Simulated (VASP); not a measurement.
# PbSe (Cm) in VASP: single point with PBE

Aim: the single point of PbSe with PBE.

Everything below comes from runs of VASP 6.6.1. Logs are shortened: lines on timing, memory, paths and dates and some standing lists are left out, and cuts for length are marked.

**1. The cell of the first run**

The structure is monoclinic, space group Cm (No. 8). Conventional cell: a = 6.354 Å, b = 6.376 Å, c = 4.385 Å, α = 90.00°, β = 131.90°, γ = 90.00°. Pb (site symmetry m) has 6 Se at 3.14 to 3.39 Å within 4.1 Å. Se (site symmetry m) has 6 Pb at 3.14 to 3.39 Å within 4.1 Å.

**2. Single point, PBE (strained and its atoms moved)**

The input, INCAR:

```
SYSTEM = PbSe
  ALGO = Normal
  EDIFF = 1E-7
  ENCUT = 520
  GGA = PE
  ISIF = 2
  ISMEAR = 0
  LASPH = .True.
  LCHARG = .False.
  LREAL = .False.
  LWAVE = .False.
  NBANDS = 17
  NELM = 100
  PREC = Accurate
  SIGMA = 0.05
```

The input, KPOINTS:

```
k-points
0
Gamma
  10 10 10
  0 0 0
```

The input, POSCAR:

```
PbSe
1.0
    0.1224860000      3.1881268510      3.2704680645
    3.2969250405      0.0000000000      3.3929540645
    3.1744390405      3.1881268510      0.1224860000
Pb Se
1 1
Direct
    0.0129214174      0.0050000881     -0.0129214174
    0.4870785826      0.4949999119      0.5129214174
```

Potentials or basis: VASP PAW PBE potentials, release 64 (Pb_d, Se).

The run is started by

```bash
$ cat potpaw_PBE.64/Pb_d/POTCAR potpaw_PBE.64/Se/POTCAR > POTCAR
$ mpirun -np 1 vasp_std > vasp.out
```

OUTCAR:

```text
SYSTEM = PbSe
   EDIFF = 1E-7
   ENCUT = 520
   GGA = PE
   ISIF = 2
   ISMEAR = 0
   LASPH = .True.
   LREAL = .False.
   NELM = 100
   PREC = Accurate

 ion  position               nearest neighbor table
   1  0.013  0.005  0.987-   2 3.14   2 3.16   2 3.19   2 3.19   2 3.22   2 3.39
   2  0.487  0.495  0.513-   1 3.14   1 3.16   1 3.19   1 3.19   1 3.22   1 3.39

  LATTYP: Found a base centered monoclinic cell.
 ALAT       =     6.3536024559
 B/A-ratio  =     1.0035651028
 C/A-ratio  =     0.6900875555
 COS(beta)  =    -0.6678710931

  Lattice vectors:

 A1 = (   3.1744390405,  -3.1881268510,   0.1224860000)
 A2 = (   3.1744390405,   3.1881268510,   0.1224860000)
 A3 = (  -3.0519530405,   0.0000000000,   3.1479820645)

Analysis of symmetry for initial positions (statically):
=====================================================================
 Subroutine PRICEL returns:
 Original cell was already a primitive cell.

 Routine SETGRP: Setting up the symmetry group for a
 base centered monoclinic supercell.

 Subroutine GETGRP returns: Found  2 space group operations
 (whereof  2 operations were pure point group operations)
 out of a pool of  4 trial point group operations.

The static configuration has the point symmetry C_1h.

Analysis of symmetry for dynamics (positions and initial velocities):
=====================================================================
 Subroutine PRICEL returns:
 Original cell was already a primitive cell.

 Routine SETGRP: Setting up the symmetry group for a
 base centered monoclinic supercell.

 Subroutine GETGRP returns: Found  2 space group operations
 (whereof  2 operations were pure point group operations)
 out of a pool of  4 trial point group operations.

The dynamic configuration has the point symmetry C_1h.

 Subroutine INISYM returns: Found  2 space group operations
 (whereof  2 operations are pure point group operations),
 and found     1 'primitive' translations

----------------------------------------------------------------------------------------

                                     Primitive cell

  volume of cell :      66.1020

  direct lattice vectors                    reciprocal lattice vectors
     0.122486000  3.188126851  3.270468065    -0.163643640  0.156831903  0.159012118
     3.296925041  0.000000000  3.392954065     0.151828534 -0.156831903  0.147197013
     3.174439040  3.188126851  0.122486000     0.163643640  0.156831903 -0.159012118

  length of vectors
     4.568929524  4.730946206  4.500690931     0.276876038  0.263277629  0.276876038

  position of ions in fractional coordinates (direct lattice)
     0.012921417  0.005000088  0.987078583
     0.487078583  0.494999912  0.512921417

  ion indices of the primitive-cell ions
   primitive index   ion index
                 1           1
                 2           2

----------------------------------------------------------------------------------------

 KPOINTS: k-points

Automatic generation of k-mesh.
 Grid dimensions read from file:
 generate k-points for:   10   10   10

 Generating k-lattice:

  Cartesian coordinates                     Fractional coordinates (reciprocal lattice)
    -0.016364364  0.015683190  0.015901212     0.100000000  0.000000000  0.000000000
     0.015182853 -0.015683190  0.014719701     0.000000000  0.100000000 -0.000000000
     0.016364364  0.015683190 -0.015901212     0.000000000 -0.000000000  0.100000000

  Length of vectors
     0.027687604  0.026327763  0.027687604

  Shift w.r.t. Gamma in fractional coordinates (k-lattice)
     0.000000000  0.000000000  0.000000000

 Subroutine IBZKPT returns following result:
 ===========================================

 Found    282 irreducible k-points:

 Following reciprocal coordinates:
            Coordinates               Weight
  0.000000  0.000000  0.000000      1.000000
  0.100000  0.000000 -0.000000      4.000000
  0.200000  0.000000 -0.000000      4.000000
  0.300000  0.000000 -0.000000      4.000000
  0.400000  0.000000 -0.000000      4.000000
  0.500000  0.000000 -0.000000      2.000000
[... 16 lines left out ...]
 -0.400000  0.200000 -0.000000      4.000000
 -0.300000  0.200000  0.000000      4.000000
 [... further k-points ...]
   k-points           NKPTS =    282   k-points in BZ     NKDIM =    282   number of bands    NBANDS=     17
   number of dos      NEDOS =    301   number of ions     NIONS =      2
   total plane-waves  NPLWV =  46656
   dimension x,y,z NGX =    36 NGY =   36 NGZ =   36
   dimension x,y,z NGXF=    72 NGYF=   72 NGZF=   72
   ions per type =               1   1
   NGX,Y,Z   is equivalent  to a cutoff of  13.10, 12.65, 13.30 a.u.
   NGXF,Y,Z  is equivalent  to a cutoff of  26.20, 25.30, 26.60 a.u.
 SYSTEM =  PbSe
   PREC   = accura    normal or accurate (medium, high low for compatibility)
   ISTART =      0    job   : 0-new  1-cont  2-samecut
   ICHARG =      2    charge: 1-file 2-atom 10-const
   ISPIN  =      1    spin polarized calculation?
   LNONCOLLINEAR =      F non collinear calculations
   LSORBIT =      F    spin-orbit coupling
   LASPH  =      T    aspherical Exc in radial PAW
   ENCUT  =  520.0 eV  38.22 Ry    6.18 a.u.   8.50  8.80  8.37*2*pi/ulx,y,z
   NELM   =    100;   NELMIN=  2; NELMDL= -5     # of ELM steps
   EDIFF  = 0.1E-06   stopping-criterion for ELM
   LREAL  =      F    real-space projection
   EDIFFG = 0.1E-05   stopping-criterion for IOM
   NSW    =      0    number of steps for IOM
   IBRION =     -1    ionic relax: 0-MD 1-quasi-New 2-CG
   NFREE  =      0    steps in history (QN), initial steepest desc. (CG)
   ISIF   =      2    stress and relaxation
   ISYM   =      2    0-nonsym 1-usesym 2-fastsym
   POTIM  = 0.5000    time-step for ionic-motion
   TEBEG  =    0.0;   TEEND  =   0.0 temperature during run
   PSTRESS=    0.0 pullay stress
   NELECT =      20.0000    total number of electrons
   NUPDOWN=      -1.0000    fix difference up-down
   EMIN   =  10.00;   EMAX   =-10.00  energy-range for DOS
   EFERMI =   0.00;   METHOD = LEGACY
   ISMEAR =     0;   SIGMA  =   0.05  broadening in eV -4-tet -1-fermi 0-gaus
   EFERMI_NEDOS =   21; number of points for ismear=-14 and -15
   IALGO  =     38    algorithm
   IMIX   =      4    mixing-type and parameters
     AMIX     =   0.40;   BMIX     =  1.00
     AMIX_MAG =   1.60;   BMIX_MAG =  1.00
  volume/ion in A,a.u.               =      33.05       223.04
  Fermi-wavevector in a.u.,A,eV,Ry     =   1.099040  2.076884 16.434315  1.207888
  Thomas-Fermi vector in A             =   2.235427
   LORBIT       =      0    0 simple, 1 ext, 2 COOP (PROOUT), +10 PAW based schemes
   GGA     = PE    functional components
   LHFCALC =     F    Hartree Fock is set to
   AEXX    =    0.0000 exact exchange contribution
   IVDW    =     0    specifies the selected vdW correction
   LEPSILON=     F    determine dielectric tensor
   LRPA    =     F    only Hartree local field effects (RPA)
 non-spin polarized calculation
 Gauss-broadening in eV      SIGMA  =   0.05
  energy-cutoff  :      520.00
  volume of cell :       66.10
 maximum number of plane-waves:      1795
 NGX is ok and might be reduce to    36
   NGX = 17   NGY = 17   NGZ = 17

 number of electron      20.0000001 magnetization

 Free energy of the ion-electron system (eV)
  ---------------------------------------------------
  ext. energy  EPLUGINS =         0.00000000
  ---------------------------------------------------
  free energy    TOTEN  =        -8.10289273 eV

  energy without entropy =       -8.10289273  energy(sigma->0) =       -8.10289273

 E-fermi :   3.7131     XC(G=0):  -8.8890

 val. band max:        3.4699039782   @ k =   0.0000   0.5000   0.0000
 cond. band min:       3.9268625660   @ k =   0.5000   0.0000  -0.0000
 fundamental gap:      0.4569585878
 Fermi energy:         3.7131371548

 k-point     1 :       0.0000    0.0000    0.0000
  band No.  band energies     occupation
      1     -13.2509      2.00000
      2     -13.2423      2.00000
      3     -13.2315      2.00000
      4     -13.2259      2.00000
      5     -13.2118      2.00000
      6      -9.0738      2.00000
[... 9 lines left out ...]
     16      10.7354      0.00000
     17      10.9952      0.00000

 k-point     2 :       0.1000    0.0000   -0.0000
  band No.  band energies     occupation
      1     -13.2489      2.00000
      2     -13.2420      2.00000
      3     -13.2324      2.00000
      4     -13.2244      2.00000
      5     -13.2130      2.00000
      6      -9.0134      2.00000
[... 9 lines left out ...]
     16      10.6892      0.00000
     17      11.7315      0.00000

 k-point     3 :       0.2000    0.0000   -0.0000
  band No.  band energies     occupation
      1     -13.2452      2.00000
      2     -13.2408      2.00000
      3     -13.2339      2.00000
      4     -13.2199      2.00000
      5     -13.2158      2.00000
      6      -8.8441      2.00000
[... 9 lines left out ...]
     16      11.2324      0.00000
     17      13.1727      0.00000

 k-point     4 :       0.3000    0.0000   -0.0000
  band No.  band energies     occupation
      1     -13.2442      2.00000
      2     -13.2422      2.00000
      3     -13.2301      2.00000
      4     -13.2201      2.00000
      5     -13.2133      2.00000
      6      -8.6062      2.00000
[... 9 lines left out ...]
     16      12.1238      0.00000
     17      14.5253      0.00000
[... 343 lines left out ...]
      1     -13.2603      2.00000
      2     -13.2392      2.00000
      3     -13.2225      2.00000
      4     -13.2177      2.00000
      5     -13.2117      2.00000
      6      -8.2451      2.00000
[... 9 lines left out ...]
     16      13.7978      0.00000
     17      14.8016      0.00000

 k-point    23 :      -0.4000    0.2000   -0.0000
  band No.  band energies     occupation
      1     -13.2564      2.00000
      2     -13.2388      2.00000
      3     -13.2253      2.00000
      4     -13.2191      2.00000
      5     -13.2101      2.00000
      6      -8.2108      2.00000
[... 9 lines left out ...]
     16      13.2129      0.00000
     17      14.6575      0.00000

 k-point    24 :      -0.3000    0.2000    0.0000
  band No.  band energies     occupation
      1     -13.2509      2.00000
      2     -13.2387      2.00000
      3     -13.2310      2.00000
      4     -13.2198      2.00000
      5     -13.2096      2.00000
      6      -8.3310      2.00000
[... 9 lines left out ...]
     16      12.9972      0.00000
     17      13.7659      0.00000

 [... further k-points ...]

------------------------ aborting loop because EDIFF is reached ----------------------------------------

  FORCE on cell =-STRESS in cart. coord.  units (eV):
  Direction    XX          YY          ZZ          XY          YZ          ZX
  --------------------------------------------------------------------------------------
  -------------------------------------------------------------------------------------
  Total       -1.1613577     -1.3469810     -1.7871020      0.0000000     -0.0000000     -0.5522933
  in kB      -28.1489459    -32.6480776    -43.3157142      0.0000000     -0.0000000    -13.3864662
  external PRESSURE =     -34.7042459 kB  Pullay stress =       0.0000000 kB

 VOLUME and BASIS-vectors are now :
 -----------------------------------------------------------------------------
  energy-cutoff  :      520.00
  volume of cell :       66.10
      direct lattice vectors                 reciprocal lattice vectors
     0.122486000  3.188126851  3.270468065    -0.163643640  0.156831903  0.159012118
     3.296925041  0.000000000  3.392954065     0.151828534 -0.156831903  0.147197013
     3.174439040  3.188126851  0.122486000     0.163643640  0.156831903 -0.159012118

 POSITION                                       TOTAL-FORCE (eV/Angst)
 -----------------------------------------------------------------------------------
      3.15149      3.18813      0.18013         0.026622      0.000000      0.073157
      3.31988      3.18813      3.33531        -0.026622      0.000000     -0.073157
 -----------------------------------------------------------------------------------
    total drift:                                0.000153     -0.000000      0.000001

  FREE ENERGIE OF THE ION-ELECTRON SYSTEM (eV)
  ---------------------------------------------------
  free  energy   TOTEN  =        -8.1028927338 eV

  energy  without entropy=       -8.1028927338  energy(sigma->0) =       -8.10289273
```

It took 1.7 min on 1 thread of Intel Xeon 6975P-C (Granite Rapids), shared host; peak memory 0.45 GiB.

Results:

| Quantity | Value |
| --- | --- |
| Free energy | -8.1029 eV |
| Pressure | -3.5 GPa |
| Largest force | 0.078 eV/Å |
| Band gap on the k mesh | 0.46 eV, indirect (least direct gap 0.70 eV) |

Forces in eV/Å, atoms in the order of the input:
```
Pb   0.027  0.000  0.073
Se  -0.027  0.000 -0.073
```

Stress tensor (GPa, compression positive):
```
-2.81  0.00 -1.34
 0.00 -3.26  0.00
-1.34  0.00 -4.33
```

Caveat: the cell differs from its parent crystal (strained and its atoms moved); spin-orbit coupling is left out, which moves the levels of the heavy elements. A k mesh can miss the band edges.
